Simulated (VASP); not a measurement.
Y: electric field gradients with PBE

The system is Y.

```
Y
1.0
     3.67568    0.00000    0.00000
    -1.83784    3.18323    0.00000
     0.00000    0.00000    5.78546
Y
2
Direct
  0.33333 0.66667 0.25000
  0.66667 0.33333 0.75000
```

```
Program                : VASP 6.6.1
Task                   : electric field gradients
Functional             : PBE
Potentials or basis    : VASP PAW PBE potentials, release 64 (Y_sv)
Cutoff                 : 520 eV
k mesh                 : 12 × 12 × 7
Occupations            : fermi-dirac, width 0.08 eV
Spin                   : no spin polarisation
Dipole correction      : no
Further INCAR settings : ALGO = Normal; EDIFF = 1e-08; NBANDS = 18
```

The pressure is -1.2 GPa, the band gap on the k mesh is zero (bands 11 and 12 overlap by 1.22 eV) and the largest electric field gradient by atom is Y +24.7 V/Å².

Stress tensor (GPa, compression positive):
```
-0.99  0.00  0.00
 0.00 -0.99  0.00
 0.00  0.00 -1.51
```

Levels at points of the mesh, in eV from the Fermi level:
```tsv
k point	band 9	band 10	band 11	band 12	band 13	band 14
(0.00, 0.00, 0.00)	-4.64	-1.82	0.78	1.73	1.73	1.99
(0.50, 0.00, 0.00)	-1.66	-1.13	-0.77	-0.14	1.34	1.47
```

Electric field gradients, principal values (V/Å²):
```tsv
atom	least	middle	greatest (by size)
1 Y	-12.342	-12.342	24.683
2 Y	-12.342	-12.342	24.683
```

Run time: 2.8 min on 1 thread of Intel Xeon 8259CL (shared host), peak memory 0.25 GiB.

Caveat: without QUAD_EFG the Cq values of the log hold for a quadrupole moment of 1 mb, not for the nuclei.
